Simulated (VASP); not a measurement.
# NaCaF3 (Pm-3m) in VASP: further runs, part 2 of 3

VASP 6.6.1.

### Step 3. Single point, PBE (volume changed by +3%)

Input file INCAR:

```
PREC = Accurate
ENCUT = 520
EDIFF = 1E-6
ISMEAR = 0
SIGMA = 0.01
LREAL = False
LASPH = True
NELM = 80
ALGO = Normal
ISIF = 2
LWAVE = False
LCHARG = True
GGA = PE
LELF = True
LVHAR = True
NBANDS = 27
```

Input file KPOINTS:

```
Automatic mesh
0
Gamma
  6 6 6
```

Input file POSCAR:

```
NaCaF3
1.0
    4.4740387186      0.0000000000      0.0000000000
    0.0000000000      4.4740387186      0.0000000000
    0.0000000000      0.0000000000      4.4740387186
Na Ca F
1 1 3
Direct
    0.0000000000      0.0000000000      0.0000000000
    0.5000000000      0.5000000000      0.5000000000
    0.5000000000      0.5000000000      0.0000000000
    0.5000000000      0.0000000000      0.5000000000
    0.0000000000      0.5000000000      0.5000000000
```

Potentials or basis: VASP PAW PBE potentials, release 64 (Na_pv, Ca_sv, F).

The run is started by

```console
cat potpaw_PBE.64/Na_pv/POTCAR potpaw_PBE.64/Ca_sv/POTCAR potpaw_PBE.64/F/POTCAR > POTCAR
mpirun -np 1 vasp_std > vasp.out
```

OUTCAR:

```text
PREC = Accurate
   ENCUT = 520
   EDIFF = 1E-6
   ISMEAR = 0
   LREAL = False
   LASPH = True
   NELM = 80
   ISIF = 2
   GGA = PE

 ion  position               nearest neighbor table
   1  0.000  0.000  0.000-
   2  0.500  0.500  0.500-   3 2.24   4 2.24   5 2.24   3 2.24   4 2.24   5 2.24
   3  0.500  0.500  0.000-   2 2.24   2 2.24
   4  0.500  0.000  0.500-   2 2.24   2 2.24
   5  0.000  0.500  0.500-   2 2.24   2 2.24

  LATTYP: Found a simple cubic cell.
 ALAT       =     4.4740387186

  Lattice vectors:

 A1 = (   4.4740387186,   0.0000000000,   0.0000000000)
 A2 = (   0.0000000000,   4.4740387186,   0.0000000000)
 A3 = (   0.0000000000,   0.0000000000,   4.4740387186)

Analysis of symmetry for initial positions (statically):
=====================================================================
 Subroutine PRICEL returns:
 Original cell was already a primitive cell.

 Routine SETGRP: Setting up the symmetry group for a
 simple cubic supercell.

 Subroutine GETGRP returns: Found 48 space group operations
 (whereof 48 operations were pure point group operations)
 out of a pool of 48 trial point group operations.

The static configuration has the point symmetry O_h .

Analysis of symmetry for dynamics (positions and initial velocities):
=====================================================================
 Subroutine PRICEL returns:
 Original cell was already a primitive cell.

 Routine SETGRP: Setting up the symmetry group for a
 simple cubic supercell.

 Subroutine GETGRP returns: Found 48 space group operations
 (whereof 48 operations were pure point group operations)
 out of a pool of 48 trial point group operations.

The dynamic configuration has the point symmetry O_h .

 Subroutine INISYM returns: Found 48 space group operations
 (whereof 48 operations are pure point group operations),
 and found     1 'primitive' translations

----------------------------------------------------------------------------------------

                                     Primitive cell

  volume of cell :      89.5569

  direct lattice vectors                    reciprocal lattice vectors
     4.474038719  0.000000000  0.000000000     0.223511700  0.000000000  0.000000000
     0.000000000  4.474038719  0.000000000     0.000000000  0.223511700  0.000000000
     0.000000000  0.000000000  4.474038719     0.000000000  0.000000000  0.223511700

  length of vectors
     4.474038719  4.474038719  4.474038719     0.223511700  0.223511700  0.223511700

  position of ions in fractional coordinates (direct lattice)
     0.000000000  0.000000000  0.000000000
     0.500000000  0.500000000  0.500000000
     0.500000000  0.500000000  0.000000000
     0.500000000  0.000000000  0.500000000
     0.000000000  0.500000000  0.500000000

  ion indices of the primitive-cell ions
   primitive index   ion index
                 1           1
                 2           2
                 3           3
                 4           4
                 5           5

----------------------------------------------------------------------------------------

 KPOINTS: Automatic mesh

Automatic generation of k-mesh.
 Grid dimensions read from file:
 generate k-points for:    6    6    6

 Generating k-lattice:

  Cartesian coordinates                     Fractional coordinates (reciprocal lattice)
     0.037251950  0.000000000  0.000000000     0.166666667  0.000000000  0.000000000
     0.000000000  0.037251950  0.000000000     0.000000000  0.166666667  0.000000000
     0.000000000  0.000000000  0.037251950     0.000000000  0.000000000  0.166666667

  Length of vectors
     0.037251950  0.037251950  0.037251950

  Shift w.r.t. Gamma in fractional coordinates (k-lattice)
     0.000000000  0.000000000  0.000000000

 Subroutine IBZKPT returns following result:
 ===========================================

 Found     20 irreducible k-points:

 Following reciprocal coordinates:
            Coordinates               Weight
  0.000000  0.000000  0.000000      1.000000
  0.166667  0.000000  0.000000      6.000000
  0.333333  0.000000  0.000000      6.000000
  0.500000  0.000000  0.000000      3.000000
  0.166667  0.166667  0.000000     12.000000
  0.333333  0.166667  0.000000     24.000000
[... 12 lines left out ...]
  0.500000  0.500000  0.333333      6.000000
  0.500000  0.500000  0.500000      1.000000
   k-points           NKPTS =     20   k-points in BZ     NKDIM =     20   number of bands    NBANDS=     27
   number of dos      NEDOS =    301   number of ions     NIONS =      5
   total plane-waves  NPLWV =  46656
   dimension x,y,z NGX =    36 NGY =   36 NGZ =   36
   dimension x,y,z NGXF=    72 NGYF=   72 NGZF=   72
   ions per type =               1   1   3
   NGX,Y,Z   is equivalent  to a cutoff of  13.38, 13.38, 13.38 a.u.
   NGXF,Y,Z  is equivalent  to a cutoff of  26.75, 26.75, 26.75 a.u.
 SYSTEM =  unknown system
   PREC   = accura    normal or accurate (medium, high low for compatibility)
   ISTART =      0    job   : 0-new  1-cont  2-samecut
   ICHARG =      2    charge: 1-file 2-atom 10-const
   ISPIN  =      1    spin polarized calculation?
   LNONCOLLINEAR =      F non collinear calculations
   LSORBIT =      F    spin-orbit coupling
   LASPH  =      T    aspherical Exc in radial PAW
   ENCUT  =  520.0 eV  38.22 Ry    6.18 a.u.   8.32  8.32  8.32*2*pi/ulx,y,z
   NELM   =     80;   NELMIN=  2; NELMDL= -5     # of ELM steps
   EDIFF  = 0.1E-05   stopping-criterion for ELM
   LREAL  =      F    real-space projection
   EDIFFG = 0.1E-04   stopping-criterion for IOM
   NSW    =      0    number of steps for IOM
   IBRION =     -1    ionic relax: 0-MD 1-quasi-New 2-CG
   NFREE  =      0    steps in history (QN), initial steepest desc. (CG)
   ISIF   =      2    stress and relaxation
   ISYM   =      2    0-nonsym 1-usesym 2-fastsym
   POTIM  = 0.5000    time-step for ionic-motion
   TEBEG  =    0.0;   TEEND  =   0.0 temperature during run
   PSTRESS=    0.0 pullay stress
   NELECT =      38.0000    total number of electrons
   NUPDOWN=      -1.0000    fix difference up-down
   EMIN   =  10.00;   EMAX   =-10.00  energy-range for DOS
   EFERMI =   0.00;   METHOD = LEGACY
   ISMEAR =     0;   SIGMA  =   0.01  broadening in eV -4-tet -1-fermi 0-gaus
   EFERMI_NEDOS =   21; number of points for ismear=-14 and -15
   IALGO  =     38    algorithm
   IMIX   =      4    mixing-type and parameters
     AMIX     =   0.40;   BMIX     =  1.00
     AMIX_MAG =   1.60;   BMIX_MAG =  1.00
  volume/ion in A,a.u.               =      17.91       120.87
  Fermi-wavevector in a.u.,A,eV,Ry     =   1.230183  2.324708 20.590371  1.513350
  Thomas-Fermi vector in A             =   2.365041
   LORBIT       =      0    0 simple, 1 ext, 2 COOP (PROOUT), +10 PAW based schemes
   GGA     = PE    functional components
   LHFCALC =     F    Hartree Fock is set to
   AEXX    =    0.0000 exact exchange contribution
   IVDW    =     0    specifies the selected vdW correction
   LEPSILON=     F    determine dielectric tensor
   LRPA    =     F    only Hartree local field effects (RPA)
 non-spin polarized calculation
 Gauss-broadening in eV      SIGMA  =   0.01
  energy-cutoff  :      520.00
  volume of cell :       89.56
 maximum number of plane-waves:      2469
 NGX is ok and might be reduce to    36
   NGX = 17   NGY = 17   NGZ = 17

 number of electron      37.9999996 magnetization

 Free energy of the ion-electron system (eV)
  ---------------------------------------------------
  ext. energy  EPLUGINS =         0.00000000
  ---------------------------------------------------
  free energy    TOTEN  =       -24.98840481 eV

  energy without entropy =      -24.98840481  energy(sigma->0) =      -24.98840481

 E-fermi :  -2.6499     XC(G=0):  -7.9359

 val. band max:       -2.7154998378   @ k =   0.5000   0.5000   0.5000
 cond. band min:       2.1898282120   @ k =   0.0000   0.0000   0.0000
 fundamental gap:      4.9053280498
 Fermi energy:        -2.6498653638

 k-point     1 :       0.0000    0.0000    0.0000
  band No.  band energies     occupation
      1     -38.1469      2.00000
      2     -24.1639      2.00000
      3     -24.1639      2.00000
      4     -24.1639      2.00000
      5     -21.9278      2.00000
      6     -21.8111      2.00000
[... 589 lines left out ...]
     26       9.1901      0.00000
     27       9.2864      0.00000

------------------------ aborting loop because EDIFF is reached ----------------------------------------

  FORCE on cell =-STRESS in cart. coord.  units (eV):
  Direction    XX          YY          ZZ          XY          YZ          ZX
  --------------------------------------------------------------------------------------
  -------------------------------------------------------------------------------------
  Total       -0.6674481     -0.6674481     -0.6674481     -0.0000000     -0.0000000      0.0000000
  in kB      -11.9406743    -11.9406743    -11.9406743     -0.0000000     -0.0000000      0.0000000
  external PRESSURE =     -11.9406743 kB  Pullay stress =       0.0000000 kB

 VOLUME and BASIS-vectors are now :
 -----------------------------------------------------------------------------
  energy-cutoff  :      520.00
  volume of cell :       89.56
      direct lattice vectors                 reciprocal lattice vectors
     4.474038719  0.000000000  0.000000000     0.223511700  0.000000000  0.000000000
     0.000000000  4.474038719  0.000000000     0.000000000  0.223511700  0.000000000
     0.000000000  0.000000000  4.474038719     0.000000000  0.000000000  0.223511700

 POSITION                                       TOTAL-FORCE (eV/Angst)
 -----------------------------------------------------------------------------------
      0.00000      0.00000      0.00000         0.000000      0.000000      0.000000
      2.23702      2.23702      2.23702         0.000000      0.000000      0.000000
      2.23702      2.23702      0.00000         0.000000      0.000000      0.000000
      2.23702      0.00000      2.23702         0.000000      0.000000      0.000000
      0.00000      2.23702      2.23702         0.000000      0.000000      0.000000
 -----------------------------------------------------------------------------------
    total drift:                                0.000000      0.000000      0.000000

  FREE ENERGIE OF THE ION-ELECTRON SYSTEM (eV)
  ---------------------------------------------------
  free  energy   TOTEN  =       -24.9884048085 eV

  energy  without entropy=      -24.9884048085  energy(sigma->0) =      -24.98840481
```

OSZICAR:

```text
N       E                     dE             d eps       ncg     rms          rms(c)
DAV:   1     0.418651858130E+03    0.41865E+03   -0.19995E+04  1128   0.146E+03
DAV:   2     0.102004723565E+02   -0.40845E+03   -0.38944E+03  1261   0.417E+02
DAV:   3    -0.258520901234E+02   -0.36053E+02   -0.35864E+02  1182   0.132E+02
DAV:   4    -0.281627545275E+02   -0.23107E+01   -0.23062E+01  2108   0.245E+01
DAV:   5    -0.281910418844E+02   -0.28287E-01   -0.28285E-01  1234   0.196E+00    0.102E+01
DAV:   6    -0.252693484052E+02    0.29217E+01   -0.11258E+01  1170   0.190E+01    0.390E+00
DAV:   7    -0.251100999424E+02    0.15925E+00   -0.43035E-01  1391   0.564E+00    0.215E+00
DAV:   8    -0.249878181029E+02    0.12228E+00   -0.18494E-01  1465   0.695E+00    0.353E-01
DAV:   9    -0.249880812732E+02   -0.26317E-03   -0.30912E-02  1335   0.121E+00    0.221E-01
DAV:  10    -0.249884448954E+02   -0.36362E-03   -0.17991E-03  1288   0.355E-01    0.417E-02
DAV:  11    -0.249883874206E+02    0.57475E-04   -0.33236E-04  1402   0.199E-01    0.243E-02
DAV:  12    -0.249884032596E+02   -0.15839E-04   -0.56912E-05  1538   0.510E-02    0.700E-03
DAV:  13    -0.249884047894E+02   -0.15298E-05   -0.22398E-06  1311   0.125E-02    0.242E-03
DAV:  14    -0.249884048085E+02   -0.19118E-07   -0.57047E-07   931   0.556E-03
   1 F= -.24988405E+02 E0= -.24988405E+02  d E =-.209145E-22
```

Wall time 19 s (1 thread of Intel Xeon 6975P-C (Granite Rapids), shared host); peak memory 0.22 GiB.

Results:

```
Free energy            : -24.9884 eV
Pressure               : -1.2 GPa
Band gap on the k mesh : 4.91 eV, indirect (least direct gap 5.09 eV)
```

### Step 4. Single point, PBE (volume changed by +6%)

Input file INCAR:

```
SYSTEM = NaCaF3
PREC     = Accurate       ! precision mode
ENCUT    = 520            ! plane-wave cutoff, eV
EDIFF    = 1E-6           ! SCF threshold, eV
ISMEAR   = 0              ! smearing method
SIGMA    = 0.01           ! smearing width, eV
LREAL    = .False.        ! projectors in reciprocal space
LASPH    = .True.         ! aspherical terms in the spheres
NELM     = 80             ! most SCF steps
ALGO     = Normal         ! electronic algorithm
ISIF     = 2              ! what is computed and relaxed
LWAVE    = .False.        ! write WAVECAR
LCHARG   = .True.         ! write CHGCAR
GGA      = PE             ! functional
LELF     = .True.         ! ELF
LVHAR    = .True.       
NBANDS   = 27             ! bands
```

Input file KPOINTS:

```
regular mesh
0
Gamma
  6 6 6
  0 0 0
```

Changes to POSCAR since step 3:

```diff
@@ -2,5 +2,5 @@
 1.0
-    4.4740387186      0.0000000000      0.0000000000
-    0.0000000000      4.4740387186      0.0000000000
-    0.0000000000      0.0000000000      4.4740387186
+    4.5170609609      0.0000000000      0.0000000000
+    0.0000000000      4.5170609609      0.0000000000
+    0.0000000000      0.0000000000      4.5170609609
 Na Ca F
```

Potentials or basis: VASP PAW PBE potentials, release 64 (Na_pv, Ca_sv, F).

The run is started by

```console
cat potpaw_PBE.64/Na_pv/POTCAR potpaw_PBE.64/Ca_sv/POTCAR potpaw_PBE.64/F/POTCAR > POTCAR
mpirun -np 1 vasp_std > vasp.out
```

OUTCAR:

```text
SYSTEM = NaCaF3
   PREC = Accurate
   ENCUT = 520
   EDIFF = 1E-6
   ISMEAR = 0
   LREAL = .False.
   LASPH = .True.
   NELM = 80
   ISIF = 2
   GGA = PE

 ion  position               nearest neighbor table
   1  0.000  0.000  0.000-
   2  0.500  0.500  0.500-   3 2.26   4 2.26   5 2.26   3 2.26   4 2.26   5 2.26
   3  0.500  0.500  0.000-   2 2.26   2 2.26
   4  0.500  0.000  0.500-   2 2.26   2 2.26
   5  0.000  0.500  0.500-   2 2.26   2 2.26

  LATTYP: Found a simple cubic cell.
[... 795 lines left out ...]
  --------------------------------------------------------------------------------------
  -------------------------------------------------------------------------------------
  Total       -1.3508697     -1.3508697     -1.3508697      0.0000000      0.0000000     -0.0000000
  in kB      -23.4831417    -23.4831417    -23.4831417      0.0000000      0.0000000     -0.0000000
  external PRESSURE =     -23.4831417 kB  Pullay stress =       0.0000000 kB

 VOLUME and BASIS-vectors are now :
 -----------------------------------------------------------------------------
  energy-cutoff  :      520.00
  volume of cell :       92.17
      direct lattice vectors                 reciprocal lattice vectors
     4.517060961  0.000000000  0.000000000     0.221382888  0.000000000  0.000000000
     0.000000000  4.517060961  0.000000000     0.000000000  0.221382888  0.000000000
     0.000000000  0.000000000  4.517060961     0.000000000  0.000000000  0.221382888

 POSITION                                       TOTAL-FORCE (eV/Angst)
 -----------------------------------------------------------------------------------
      0.00000      0.00000      0.00000         0.000000      0.000000      0.000000
      2.25853      2.25853      2.25853         0.000000      0.000000      0.000000
      2.25853      2.25853      0.00000         0.000000      0.000000      0.000000
      2.25853      0.00000      2.25853         0.000000      0.000000      0.000000
      0.00000      2.25853      2.25853         0.000000      0.000000      0.000000
 -----------------------------------------------------------------------------------
    total drift:                                0.000000      0.000000      0.000000

  FREE ENERGIE OF THE ION-ELECTRON SYSTEM (eV)
  ---------------------------------------------------
  free  energy   TOTEN  =       -24.9629700815 eV

  energy  without entropy=      -24.9629700815  energy(sigma->0) =      -24.96297008
```

stdout:

```text
POSCAR found type information on POSCAR NaCaF
 POSCAR found :  3 types and       5 ions
 scaLAPACK will be used
 LDA part: xc-table for (Slater+PW92), standard interpolation
 POSCAR, INCAR and KPOINTS ok, starting setup
 FFT: planning ... GRIDC
 FFT: planning ... GRID_SOFT
 FFT: planning ... GRID
 WAVECAR not read
 entering main loop
```

It took 18 s on 1 thread of Intel Xeon 6975P-C (Granite Rapids), shared host; peak memory 0.22 GiB.

Results:

```
Free energy            : -24.9630 eV
Pressure               : -2.3 GPa
Band gap on the k mesh : 4.83 eV, indirect (least direct gap 5.02 eV)
```

 A k mesh can miss the band edges.

[end of part 2 of 3]
